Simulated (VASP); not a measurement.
# KBr (R-3m) in VASP: a series of runs

KBr is run at these levels: PBEsol; tasks: single point.

Program: VASP 6.6.1. These are calculated values, not measurements. Logs are shortened: lines on timing, memory, paths and dates and some standing lists are left out, and cuts for length are marked.

## (1) The cell of the first run

The structure is trigonal, space group R-3m (No. 166). The conventional cell has a = 3.881 Å, b = 3.881 Å, c = 16.159 Å, α = 90.00°, β = 90.00°, γ = 120.00°. K (site symmetry -3m) has 6 Br at 3.50 Å and 6 K at 3.88 Å within 4.6 Å. Br (site symmetry -3m) has 6 K at 3.50 Å and 6 Br at 3.88 Å within 4.6 Å.

## (2) Single point, PBEsol

Contents of INCAR:

```
SYSTEM = KBr
ALGO = Normal
EDIFF = 1E-6
ENCUT = 520
GGA = PS
ISIF = 2
ISMEAR = 0
LASPH = .True.
LCHARG = .False.
LREAL = .False.
LWAVE = .False.
NBANDS = 15
NELM = 60
PREC = Accurate
SIGMA = 0.05
```

Contents of KPOINTS:

```
k-points
0
Gamma
  8 8 8
  0 0 0
```

Contents of POSCAR:

```
KBr
1.0
    1.2805179691      4.0244850458      4.0244850458
    4.0244850458      1.2805179691      4.0244850458
    4.0244850458      4.0244850458      1.2805179691
K Br
1 1
Direct
    0.0000000000      0.0000000000      0.0000000000
    0.5000000000      0.5000000000      0.5000000000
```

Potentials or basis: VASP PAW PBE potentials, release 64 (K_sv, Br).

Launch:

```
$ cat potpaw_PBE.64/K_sv/POTCAR potpaw_PBE.64/Br/POTCAR > POTCAR
$ mpirun -np 1 vasp_std > vasp.out
```

OUTCAR:

```text
SYSTEM = KBr
   EDIFF = 1E-6
   ENCUT = 520
   GGA = PS
   ISIF = 2
   ISMEAR = 0
   LASPH = .True.
   LREAL = .False.
   NELM = 60
   PREC = Accurate

 ion  position               nearest neighbor table
   1  0.000  0.000  0.000-
   2  0.500  0.500  0.500-

  LATTYP: Found a trigonal (rhomboedric) cell.
 ALAT       =     5.8337540261
 COS(alpha) =     0.7787610619

  Lattice vectors:

 A1 = (   1.2805179691,   4.0244850458,   4.0244850458)
 A2 = (   4.0244850458,   1.2805179691,   4.0244850458)
 A3 = (   4.0244850458,   4.0244850458,   1.2805179691)

Analysis of symmetry for initial positions (statically):
=====================================================================
 Subroutine PRICEL returns:
 Original cell was already a primitive cell.

 Routine SETGRP: Setting up the symmetry group for a
 trigonal (rhombohedral) supercell.

 Subroutine GETGRP returns: Found 12 space group operations
 (whereof 12 operations were pure point group operations)
 out of a pool of 12 trial point group operations.

The static configuration has the point symmetry D_3d.

Analysis of symmetry for dynamics (positions and initial velocities):
=====================================================================
 Subroutine PRICEL returns:
 Original cell was already a primitive cell.

 Routine SETGRP: Setting up the symmetry group for a
 trigonal (rhombohedral) supercell.

 Subroutine GETGRP returns: Found 12 space group operations
 (whereof 12 operations were pure point group operations)
 out of a pool of 12 trial point group operations.

The dynamic configuration has the point symmetry D_3d.

 Subroutine INISYM returns: Found 12 space group operations
 (whereof 12 operations are pure point group operations),
 and found     1 'primitive' translations

----------------------------------------------------------------------------------------

                                     Primitive cell

  volume of cell :      70.2450

  direct lattice vectors                    reciprocal lattice vectors
     1.280517969  4.024485046  4.024485046    -0.207228234  0.157207626  0.157207626
     4.024485046  1.280517969  4.024485046     0.157207626 -0.207228234  0.157207626
     4.024485046  4.024485046  1.280517969     0.157207626  0.157207626 -0.207228234

  length of vectors
     5.833754026  5.833754026  5.833754026     0.303927649  0.303927649  0.303927649

  position of ions in fractional coordinates (direct lattice)
     0.000000000  0.000000000  0.000000000
     0.500000000  0.500000000  0.500000000

  ion indices of the primitive-cell ions
   primitive index   ion index
                 1           1
                 2           2

----------------------------------------------------------------------------------------

 KPOINTS: k-points

Automatic generation of k-mesh.
 Grid dimensions read from file:
 generate k-points for:    8    8    8

 Generating k-lattice:

  Cartesian coordinates                     Fractional coordinates (reciprocal lattice)
    -0.025903529  0.019650953  0.019650953     0.125000000  0.000000000  0.000000000
     0.019650953 -0.025903529  0.019650953     0.000000000  0.125000000  0.000000000
     0.019650953  0.019650953 -0.025903529     0.000000000  0.000000000  0.125000000

  Length of vectors
     0.037990956  0.037990956  0.037990956

  Shift w.r.t. Gamma in fractional coordinates (k-lattice)
     0.000000000  0.000000000  0.000000000

 Subroutine IBZKPT returns following result:
 ===========================================

 Found     65 irreducible k-points:

 Following reciprocal coordinates:
            Coordinates               Weight
  0.000000  0.000000  0.000000      1.000000
  0.125000  0.000000  0.000000      6.000000
  0.250000  0.000000  0.000000      6.000000
  0.375000  0.000000  0.000000      6.000000
  0.500000  0.000000  0.000000      3.000000
  0.125000  0.125000  0.000000      6.000000
[... 16 lines left out ...]
  0.250000  0.125000  0.125000      6.000000
  0.375000  0.125000  0.125000      6.000000
 [... further k-points ...]
   k-points           NKPTS =     65   k-points in BZ     NKDIM =     65   number of bands    NBANDS=     15
   number of dos      NEDOS =    301   number of ions     NIONS =      2
   total plane-waves  NPLWV = 110592
   dimension x,y,z NGX =    48 NGY =   48 NGZ =   48
   dimension x,y,z NGXF=    96 NGYF=   96 NGZF=   96
   ions per type =               1   1
   NGX,Y,Z   is equivalent  to a cutoff of  13.68, 13.68, 13.68 a.u.
   NGXF,Y,Z  is equivalent  to a cutoff of  27.36, 27.36, 27.36 a.u.
 SYSTEM =  KBr
   PREC   = accura    normal or accurate (medium, high low for compatibility)
   ISTART =      0    job   : 0-new  1-cont  2-samecut
   ICHARG =      2    charge: 1-file 2-atom 10-const
   ISPIN  =      1    spin polarized calculation?
   LNONCOLLINEAR =      F non collinear calculations
   LSORBIT =      F    spin-orbit coupling
   LASPH  =      T    aspherical Exc in radial PAW
   ENCUT  =  520.0 eV  38.22 Ry    6.18 a.u.  10.85 10.85 10.85*2*pi/ulx,y,z
   NELM   =     60;   NELMIN=  2; NELMDL= -5     # of ELM steps
   EDIFF  = 0.1E-05   stopping-criterion for ELM
   LREAL  =      F    real-space projection
   EDIFFG = 0.1E-04   stopping-criterion for IOM
   NSW    =      0    number of steps for IOM
   IBRION =     -1    ionic relax: 0-MD 1-quasi-New 2-CG
   NFREE  =      0    steps in history (QN), initial steepest desc. (CG)
   ISIF   =      2    stress and relaxation
   ISYM   =      2    0-nonsym 1-usesym 2-fastsym
   POTIM  = 0.5000    time-step for ionic-motion
   TEBEG  =    0.0;   TEEND  =   0.0 temperature during run
   PSTRESS=    0.0 pullay stress
   NELECT =      16.0000    total number of electrons
   NUPDOWN=      -1.0000    fix difference up-down
   EMIN   =  10.00;   EMAX   =-10.00  energy-range for DOS
   EFERMI =   0.00;   METHOD = LEGACY
   ISMEAR =     0;   SIGMA  =   0.05  broadening in eV -4-tet -1-fermi 0-gaus
   EFERMI_NEDOS =   21; number of points for ismear=-14 and -15
   IALGO  =     38    algorithm
   IMIX   =      4    mixing-type and parameters
     AMIX     =   0.40;   BMIX     =  1.00
     AMIX_MAG =   1.60;   BMIX_MAG =  1.00
  volume/ion in A,a.u.               =      35.12       237.02
  Fermi-wavevector in a.u.,A,eV,Ry     =   0.999792  1.889333 13.600164  0.999584
  Thomas-Fermi vector in A             =   2.132106
   LORBIT       =      0    0 simple, 1 ext, 2 COOP (PROOUT), +10 PAW based schemes
   GGA     = PS    functional components
   LHFCALC =     F    Hartree Fock is set to
   AEXX    =    0.0000 exact exchange contribution
   IVDW    =     0    specifies the selected vdW correction
   LEPSILON=     F    determine dielectric tensor
   LRPA    =     F    only Hartree local field effects (RPA)
 non-spin polarized calculation
 Gauss-broadening in eV      SIGMA  =   0.05
  energy-cutoff  :      520.00
  volume of cell :       70.25
 maximum number of plane-waves:      1916
 NGX is ok and might be reduce to    48

 number of electron      16.0000000 magnetization

 Free energy of the ion-electron system (eV)
  ---------------------------------------------------
  ext. energy  EPLUGINS =         0.00000000
  ---------------------------------------------------
  free energy    TOTEN  =        -5.63099342 eV

  energy without entropy =       -5.63099342  energy(sigma->0) =       -5.63099342

 E-fermi :   0.1990     XC(G=0):  -7.7275

 val. band max:       -0.0383866952   @ k =   0.0000   0.0000   0.0000
 cond. band min:       1.3949780476   @ k =   0.0000   0.0000   0.0000
 fundamental gap:      1.4333647428
 Fermi energy:         0.1989666887

 k-point     1 :       0.0000    0.0000    0.0000
  band No.  band energies     occupation
      1     -30.2796      2.00000
      2     -13.7518      2.00000
      3     -13.7518      2.00000
      4     -13.6795      2.00000
      5     -13.3736      2.00000
      6      -2.0079      2.00000
      7      -0.0384      2.00000
      8      -0.0384      2.00000
      9       1.3950      0.00000
     10       5.5533      0.00000
     11       6.4674      0.00000
     12       6.4674      0.00000
     13       7.9032      0.00000
     14       7.9032      0.00000
     15       9.3090      0.00000

 k-point     2 :       0.1250    0.0000    0.0000
  band No.  band energies     occupation
      1     -30.2749      2.00000
      2     -13.8243      2.00000
      3     -13.7623      2.00000
      4     -13.6784      2.00000
      5     -13.2917      2.00000
      6      -1.9940      2.00000
      7      -0.5543      2.00000
      8      -0.1310      2.00000
      9       1.8057      0.00000
     10       5.9868      0.00000
     11       6.0766      0.00000
     12       6.7032      0.00000
     13       7.7063      0.00000
     14       8.0029      0.00000
     15       9.4675      0.00000

 k-point     3 :       0.2500    0.0000    0.0000
  band No.  band energies     occupation
      1     -30.2636      2.00000
      2     -13.9643      2.00000
      3     -13.7874      2.00000
      4     -13.6679      2.00000
      5     -13.1313      2.00000
      6      -1.9519      2.00000
      7      -1.4618      2.00000
      8      -0.3402      2.00000
      9       2.7123      0.00000
     10       5.2970      0.00000
     11       6.9764      0.00000
     12       7.3769      0.00000
     13       7.5000      0.00000
     14       8.1991      0.00000
     15       9.0106      0.00000

 k-point     4 :       0.3750    0.0000    0.0000
  band No.  band energies     occupation
      1     -30.2522      2.00000
      2     -14.0843      2.00000
      3     -13.8123      2.00000
      4     -13.6535      2.00000
      5     -12.9866      2.00000
      6      -2.1856      2.00000
      7      -1.8933      2.00000
      8      -0.5324      2.00000
      9       3.7741      0.00000
     10       4.8319      0.00000
     11       7.2953      0.00000
     12       7.7145      0.00000
     13       8.2930      0.00000
     14       8.3223      0.00000
     15       8.4525      0.00000
[... 307 lines left out ...]
 k-point    22 :       0.1250    0.1250    0.1250
  band No.  band energies     occupation
      1     -30.2795      2.00000
      2     -13.7616      2.00000
      3     -13.7518      2.00000
      4     -13.7518      2.00000
      5     -13.2823      2.00000
      6      -2.1413      2.00000
      7      -0.0467      2.00000
      8      -0.0467      2.00000
      9       1.6557      0.00000
     10       5.5707      0.00000
     11       6.5165      0.00000
     12       6.5165      0.00000
     13       7.9799      0.00000
     14       7.9799      0.00000
     15       9.1443      0.00000

 k-point    23 :       0.2500    0.1250    0.1250
  band No.  band energies     occupation
      1     -30.2748      2.00000
      2     -13.8412      2.00000
      3     -13.7621      2.00000
      4     -13.7493      2.00000
      5     -13.1919      2.00000
      6      -2.1699      2.00000
      7      -0.5322      2.00000
      8      -0.1481      2.00000
      9       2.1559      0.00000
     10       6.0710      0.00000
     11       6.1399      0.00000
     12       6.7569      0.00000
     13       7.7306      0.00000
     14       8.1905      0.00000
     15       9.0345      0.00000

 k-point    24 :       0.3750    0.1250    0.1250
  band No.  band energies     occupation
      1     -30.2635      2.00000
      2     -13.9647      2.00000
      3     -13.7872      2.00000
      4     -13.7251      2.00000
      5     -13.0649      2.00000
      6      -2.0964      2.00000
      7      -1.4204      2.00000
      8      -0.3545      2.00000
      9       3.0416      0.00000
     10       5.4816      0.00000
     11       6.9843      0.00000
     12       7.4396      0.00000
     13       7.5585      0.00000
     14       8.3526      0.00000
     15       8.3832      0.00000

 [... further k-points ...]

------------------------ aborting loop because EDIFF is reached ----------------------------------------

  FORCE on cell =-STRESS in cart. coord.  units (eV):
  Direction    XX          YY          ZZ          XY          YZ          ZX
  --------------------------------------------------------------------------------------
  -------------------------------------------------------------------------------------
  Total       -0.4991058     -0.4991058     -0.4991058     -2.0319883     -2.0319883     -2.0319883
  in kB      -11.3838098    -11.3838098    -11.3838098    -46.3464186    -46.3464186    -46.3464186
  external PRESSURE =     -11.3838098 kB  Pullay stress =       0.0000000 kB

 VOLUME and BASIS-vectors are now :
 -----------------------------------------------------------------------------
  energy-cutoff  :      520.00
  volume of cell :       70.25
      direct lattice vectors                 reciprocal lattice vectors
     1.280517969  4.024485046  4.024485046    -0.207228234  0.157207626  0.157207626
     4.024485046  1.280517969  4.024485046     0.157207626 -0.207228234  0.157207626
     4.024485046  4.024485046  1.280517969     0.157207626  0.157207626 -0.207228234

 POSITION                                       TOTAL-FORCE (eV/Angst)
 -----------------------------------------------------------------------------------
      0.00000      0.00000      0.00000        -0.000000      0.000000      0.000000
      4.66474      4.66474      4.66474         0.000000      0.000000     -0.000000
 -----------------------------------------------------------------------------------
    total drift:                               -0.000000     -0.000000     -0.000000

  FREE ENERGIE OF THE ION-ELECTRON SYSTEM (eV)
  ---------------------------------------------------
  free  energy   TOTEN  =        -5.6309934171 eV

  energy  without entropy=       -5.6309934171  energy(sigma->0) =       -5.63099342
```

Wall time 2.2 min (1 thread of AMD EPYC 7R13, shared host); peak memory 0.35 GiB.

What came out:

```
Free energy            : -5.6310 eV
Pressure               : -1.1 GPa
Band gap on the k mesh : 1.43 eV, direct
```

Stress tensor (GPa, compression positive):
```
-1.14 -4.63 -4.63
-4.63 -1.14 -4.63
-4.63 -4.63 -1.14
```

Caveat: the PAW data sets were made with another functional, which shifts forces and pressure a little. A k mesh can miss the band edges.

## (3) Single point, PBEsol

This run uses another cell than the first one, of the same volume but with other edges.

Contents of INCAR:

```
SYSTEM = KBr
ALGO = Normal ; EDIFF = 1E-6
ENCUT = 520 ; GGA = PS
ISIF = 2 ; ISMEAR = 0
LASPH = .TRUE. ; LCHARG = .TRUE.
LELF = .TRUE. ; LREAL = .FALSE.
LVHAR = .TRUE. ; LWAVE = .FALSE.
NBANDS = 15 ; NELM = 80
PREC = Accurate ; SIGMA = 0.05
```

Contents of KPOINTS:

```
k-points
0
G
  8 8 8
  0 0 0
```

Contents of POSCAR:

```
KBr
1.0
   -0.1565696815      3.1984949220      3.1984949220
    3.1984949220     -0.1565696815      3.1984949220
    3.1984949220      3.1984949220     -0.1565696815
K Br
1 1
Direct
    0.0000000000      0.0000000000      0.0000000000
    0.5000000000      0.5000000000      0.5000000000
```

Potentials or basis: VASP PAW PBE potentials, release 64 (K_sv, Br).

Launch:

```
$ cat potpaw_PBE.64/K_sv/POTCAR potpaw_PBE.64/Br/POTCAR > POTCAR
$ mpirun -np 1 vasp_std > vasp.out
```

It took 56 s on 1 thread of AMD EPYC 7R13, shared host; peak memory 0.24 GiB.

The run converged. Its results:

| Quantity | Value |
| --- | --- |
| Free energy | -6.4530 eV |
| Pressure | 0.0 GPa |
| Band gap on the k mesh | 4.21 eV, direct |

Stress tensor (GPa, compression positive):
```
0.02 0.20 0.20
0.20 0.02 0.20
0.20 0.20 0.02
```

Levels at points of the mesh, in eV from the valence-band top:
```csv
k point,band 4,band 5,band 6,band 7,band 8,band 9,band 10,band 11,band 12,band 13
"(0.00, 0.00, 0.00)",-11.23,-11.23,-0.15,-0.15,0.00,4.21,7.22,7.22,7.86,8.30
"(0.50, 0.00, 0.00)",-11.23,-10.98,-1.37,-0.48,-0.35,6.38,7.98,9.36,9.76,9.91
"(0.50, 0.50, 0.00)",-11.28,-11.27,-0.97,-0.48,-0.32,5.61,7.05,9.22,9.35,9.54
"(0.50, 0.50, 0.50)",-11.24,-11.03,-1.34,-0.58,-0.58,6.36,8.29,9.70,9.70,9.83
```

Caveat: the PAW data sets were made with another functional, which shifts forces and pressure a little. A k mesh can miss the band edges.

## (4) Single point, PBEsol

This run uses another cell than the first one, of the same volume but with other edges.

Contents of INCAR:

```
PREC = Accurate ; ENCUT = 520
EDIFF = 1E-6 ; ISMEAR = 0
SIGMA = 0.05 ; LREAL = False
LASPH = True ; NELM = 60
ALGO = Normal ; ISIF = 2
LWAVE = False ; LCHARG = True
GGA = PS ; LELF = True
LVHAR = True ; NBANDS = 15
```

Contents of KPOINTS:

```
regular mesh
0
Gamma
  8 8 8
```

Contents of POSCAR:

```
KBr
1.0
    0.1702364991      3.3621708570      3.3621708570
    3.3621708570      0.1702364991      3.3621708570
    3.3621708570      3.3621708570      0.1702364991
K Br
1 1
Direct
    0.0000000000      0.0000000000      0.0000000000
    0.5000000000      0.5000000000      0.5000000000
```

Launch:

```
$ cat potpaw_PBE.64/K_sv/POTCAR potpaw_PBE.64/Br/POTCAR > POTCAR
$ mpirun -np 1 vasp_std > vasp.out
```

Wall time 54 s (1 thread of AMD EPYC 7R13, shared host); peak memory 0.24 GiB.

The run converged. Its results:

```yaml
Free_energy: -6.4503 eV
Pressure: 0.0 GPa
Band_gap_on_the_k_mesh: 4.24 eV, direct
```

Stress tensor (GPa, compression positive):
```
 0.01 -0.30 -0.30
-0.30  0.01 -0.30
-0.30 -0.30  0.01
```

Levels at points of the mesh, in eV from the valence-band top:
| k point | band 5 | band 6 | band 7 | band 8 | band 9 | band 10 | band 11 | band 12 |
| --- | --- | --- | --- | --- | --- | --- | --- | --- |
| (0.00, 0.00, 0.00) | -11.20 | -0.19 | 0.00 | 0.00 | 4.24 | 7.08 | 7.66 | 7.66 |
| (0.50, 0.00, 0.00) | -10.97 | -1.32 | -0.54 | -0.38 | 6.40 | 8.13 | 9.58 | 9.64 |
| (0.50, 0.50, 0.00) | -11.24 | -0.94 | -0.45 | -0.29 | 5.63 | 7.08 | 9.25 | 9.37 |
| (0.50, 0.50, 0.50) | -10.92 | -1.35 | -0.29 | -0.29 | 6.44 | 7.85 | 9.55 | 9.55 |

Caveat: the PAW data sets were made with another functional, which shifts forces and pressure a little.

## (5) Overview

| cell | gap on the mesh (eV) | pressure (GPa) |
| --- | --- | --- |
| a = 5.834 Å, angles 38.9°, 2 atoms | 1.43 | -1.1 |
| a = 4.526 Å, angles 63.2°, 2 atoms | 4.21 | 0.0 |
| a = 4.758 Å, angles 56.6°, 2 atoms | 4.24 | 0.0 |

Alike in all rows: task single point; level PBEsol; potentials or basis VASP PAW PBE potentials, release 64 (K_sv, Br); no spin polarisation; k mesh 8 × 8 × 8; cutoff (eV) 520; smearing gaussian 0.05 eV.

Caveats: the PAW data sets were made with another functional, which shifts forces and pressure a little.

Absolute energies hang on the potentials; compare differences alone.
